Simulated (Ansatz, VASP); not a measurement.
**Two plane-wave programs on TiO2**

```
CELL_PARAMETERS angstrom
-1.90894 1.90894 4.88836
1.90894 -1.90894 4.88836
1.90894 1.90894 -4.88836
ATOMIC_POSITIONS crystal
Ti 0.00000 0.00000 0.00000
Ti 0.75000 0.25000 0.50000
O 0.21510 0.20528 0.00982
O 0.96510 0.45528 0.50982
O 0.55455 0.04472 0.50982
O 0.80455 0.79472 0.00982
```

Change from the starting cell: all O atoms moved +0.037 Å, as atom 3 along Cartesian [0 1 0].

Alike in both runs: task single point; functional PBE; k mesh 8 × 8 × 8; occupations gaussian, width 0.05 eV; no spin polarisation; Hubbard terms Ti d U = 4.0 eV.

```csv
,VASP,Ansatz
version,VASP 6.6.1,Ansatz 0.2.0
potentials or method,"VASP PAW PBE potentials, release 64 (Ti_sv, O), cutoff 520 eV","scalar-relativistic, plane waves, PAW"
valence electrons in the cell,48,48
```

```tsv
	VASP	Ansatz	Ansatz less VASP
gap on the k mesh at the Fermi level (eV)	2.71	2.67	-0.040
least direct gap on the mesh (eV)	2.98	2.93	-0.041
pressure (GPa)	4.3	0.2	-4.19
traceless stress, the component that is largest in VASP (GPa)	-0.72	-0.09	+0.631
rms of the force components (eV/Å)	0.158	0.086	-0.0727
```

The programs project onto different local orbitals, so the same U acts differently, and such runs can settle in different states. Atom by atom the forces differ by 0.091 eV/Å (rms over components).
